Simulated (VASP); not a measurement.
# Be2Al (P4_2/mmc) in VASP: further runs, part 2 of 2

VASP 6.6.1. Earlier steps stand in the parts before.

### 3 Single point, PBE

This run uses another cell than the first one, of 14.46 Å³/atom.

INCAR

```
SYSTEM = Be2Al
PREC = Accurate
ENCUT = 520
EDIFF = 1E-7
ISMEAR = 0
SIGMA = 0.1
LREAL = .False.
LASPH = .True.
NELM = 80
ALGO = Fast
ISIF = 2
LWAVE = .False.
LCHARG = .True.
GGA = PE
LELF = .True.
LVHAR = .True.
NBANDS = 16
```

KPOINTS

```
Automatic mesh
0
Gamma
  10 10 8
  0 0 0
```

POSCAR

```
Be2Al
1.0
    4.2253898813      0.0000000000      0.0000000000
    0.0000000000      4.2253898813      0.0000000000
    0.0000000000      0.0000000000      4.8600944828
Be Al
4 2
Direct
    0.0000000000      0.2440649307      0.0000000000
    0.0000000000      0.7559350693      0.0000000000
    0.7559350693      0.0000000000      0.5000000000
    0.2440649307      0.0000000000      0.5000000000
    0.5000000000      0.5000000000      0.0000000000
    0.5000000000      0.5000000000      0.5000000000
```

Potentials or basis: VASP PAW PBE potentials, release 64 (Be, Al).

On the command line:

```console
$ cat potpaw_PBE.64/Be/POTCAR potpaw_PBE.64/Al/POTCAR > POTCAR
$ mpirun -np 1 vasp_std > vasp.out
```

OUTCAR:

```text
SYSTEM = Be2Al
   PREC = Accurate
   ENCUT = 520
   EDIFF = 1E-7
   ISMEAR = 0
   LREAL = .False.
   LASPH = .True.
   NELM = 80
   ISIF = 2
   GGA = PE

 ion  position               nearest neighbor table
   1  0.000  0.244  0.000-   2 2.06   2 2.16   5 2.37   5 2.37
   2  0.000  0.756  0.000-   1 2.06   1 2.16   5 2.37   5 2.37
   3  0.756  0.000  0.500-   4 2.06   4 2.16   6 2.37   6 2.37
   4  0.244  0.000  0.500-   3 2.06   3 2.16   6 2.37   6 2.37
   5  0.500  0.500  0.000-   1 2.37   2 2.37   1 2.37   2 2.37   6 2.43   6 2.43
[... 668 lines left out ...]
  -------------------------------------------------------------------------------------
  Total        0.0297417      0.0297417      0.0148869      0.0000000      0.0000000      0.0000000
  in kB        0.5491588      0.5491588      0.2748767      0.0000000      0.0000000      0.0000000
  external PRESSURE =       0.4577315 kB  Pullay stress =       0.0000000 kB

 VOLUME and BASIS-vectors are now :
 -----------------------------------------------------------------------------
  energy-cutoff  :      520.00
  volume of cell :       86.77
      direct lattice vectors                 reciprocal lattice vectors
     4.225389881  0.000000000  0.000000000     0.236664551  0.000000000  0.000000000
     0.000000000  4.225389881  0.000000000     0.000000000  0.236664551  0.000000000
     0.000000000  0.000000000  4.860094483     0.000000000  0.000000000  0.205757317

 POSITION                                       TOTAL-FORCE (eV/Angst)
 -----------------------------------------------------------------------------------
      0.00000      1.03127      0.00000         0.000000     -0.001239      0.000000
      0.00000      3.19412      0.00000        -0.000000      0.001239      0.000000
      3.19412      0.00000      2.43005         0.001239      0.000000      0.000000
      1.03127      0.00000      2.43005        -0.001239      0.000000      0.000000
      2.11269      2.11269      0.00000         0.000000      0.000000      0.000000
      2.11269      2.11269      2.43005         0.000000      0.000000      0.000000
 -----------------------------------------------------------------------------------
    total drift:                               -0.000000     -0.000000     -0.000000

  FREE ENERGIE OF THE ION-ELECTRON SYSTEM (eV)
  ---------------------------------------------------
  free  energy   TOTEN  =       -18.1760257653 eV

  energy  without entropy=      -18.1668113517  energy(sigma->0) =      -18.17141856
```

stdout:

```text
POSCAR found type information on POSCAR BeAl
 POSCAR found :  2 types and       6 ions
 scaLAPACK will be used
 LDA part: xc-table for (Slater+PW92), standard interpolation
 POSCAR, INCAR and KPOINTS ok, starting setup
 FFT: planning ... GRIDC
 FFT: planning ... GRID_SOFT
 FFT: planning ... GRID
 WAVECAR not read
 entering main loop
```

Wall time 59 s (1 thread of Intel Xeon 6975P-C (Granite Rapids), shared host); peak memory 0.26 GiB.

Results:

* Free energy: -18.1760 eV
* Pressure: 0.0 GPa
* Band gap on the k mesh: zero (bands 7 and 8 overlap by 3.87 eV)

### 4 Relaxation of cell and atoms, PBE

INCAR

```
ALGO = Fast
EDIFF = 1E-7
EDIFFG = -0.01
ENCUT = 600
GGA = PE
IBRION = 2
ISIF = 3
ISMEAR = 0
LASPH = True
LCHARG = False
LREAL = False
LWAVE = False
NELM = 80
NSW = 100
PREC = Accurate
SIGMA = 0.1
```

KPOINTS

```
k-points
0
Gamma
  10 10 8
```

POSCAR

```
Be2Al
1.0
    4.2417035870      0.0000000000      0.0000000000
    0.0000000000      4.2417035870      0.0000000000
    0.0000000000      0.0000000000      4.8464793514
Be Al
4 2
Direct
    0.0000000000      0.2451453128      0.0000000000
    0.0000000000      0.7548546872      0.0000000000
    0.7548546872      0.0000000000      0.5000000000
    0.2451453128      0.0000000000      0.5000000000
    0.5000000000      0.5000000000      0.0000000000
    0.5000000000      0.5000000000      0.5000000000
```

On the command line:

```console
$ cat potpaw_PBE.64/Be/POTCAR potpaw_PBE.64/Al/POTCAR > POTCAR
$ mpirun -np 1 vasp_std > vasp.out
```

Wall time 2.4 min (1 thread of Intel Xeon 6975P-C (Granite Rapids), shared host); peak memory 0.29 GiB.

Results (log left out):

| Property | Result |
| --- | --- |
| Free energy | -18.1763 eV |
| Relaxed volume | 14.46 Å³/atom |
| Relaxed cell | a = 4.226 Å, b = 4.226 Å, c = 4.857 Å, α = 90.00°, β = 90.00°, γ = 90.00° |
| Space group after relaxing (to 0.1 Å) | P4_2/mmc (No. 131) |
| Energy gained by relaxing | 0.5 meV/atom |
| Ionic steps | 3 |
| Pressure after relaxing | 0.1 GPa |
| Band gap on the k mesh | zero (bands 7 and 8 overlap by 3.87 eV) |

Step by step:
```
step  energy change (eV)  largest force (eV/Å)  pressure (GPa)  volume (Å³)
   1              0.0000                0.0909           -0.37        87.20
   2             -0.0028                0.0069            0.02        86.78
   3             -0.0028                0.0004            0.05        86.75
```

Final structure:
```yaml
crystal:
  lattice:
    - [4.22595, 0.00000, 0.00000]
    - [0.00000, 4.22595, 0.00000]
    - [0.00000, 0.00000, 4.85740]
  atoms:
    - { symbol: Be, position: [0.00000, 0.24403, 0.00000] }
    - { symbol: Be, position: [0.00000, 0.75597, 0.00000] }
    - { symbol: Be, position: [0.75597, 0.00000, 0.50000] }
    - { symbol: Be, position: [0.24403, 0.00000, 0.50000] }
    - { symbol: Al, position: [0.50000, 0.50000, 0.00000] }
    - { symbol: Al, position: [0.50000, 0.50000, 0.50000] }
```

Levels at points of the mesh, in eV from the Fermi level:
| k point | band 5 | band 6 | band 7 | band 8 | band 9 | band 10 |
| --- | --- | --- | --- | --- | --- | --- |
| (0.00, 0.00, 0.00) | -2.40 | -2.40 | -0.78 | 1.85 | 2.17 | 3.05 |
| (0.50, 0.00, 0.00) | -2.09 | -1.55 | -1.45 | -0.21 | 0.79 | 1.21 |
| (0.50, 0.50, 0.00) | -1.44 | -1.07 | -0.03 | -0.03 | 0.00 | 0.60 |
| (0.00, 0.00, 0.50) | -1.84 | -1.84 | 0.47 | 0.47 | 0.49 | 0.49 |
| (0.50, 0.00, 0.50) | -1.18 | -0.70 | 0.91 | 0.96 | 1.22 | 2.62 |
| (0.50, 0.50, 0.50) | -3.54 | -3.54 | -2.94 | -2.94 | 4.57 | 4.57 |

### 5 Summary

```tsv
task	cell	k mesh	cutoff (eV)	gap on the mesh (eV)	pressure (GPa)
single point	a = 4.242, b = 4.242, c = 4.846 Å, 6 atoms, atomic positions A	4 × 4 × 4	520	none	-0.2
single point	a = 4.225, b = 4.225, c = 4.860 Å, 6 atoms, atomic positions B	10 × 10 × 8	520	none	0.0
relaxation of cell and atoms	relaxed from a = 4.242, b = 4.242, c = 4.846 Å, 6 atoms, atomic positions A	10 × 10 × 8	600	none	0.1
```

Alike in all rows: level PBE; potentials or basis VASP PAW PBE potentials, release 64 (Be, Al); no spin polarisation; smearing gaussian 0.1 eV.

Caveats: some runs use coarse meshes.

Absolute energies hang on the potentials; compare differences alone.
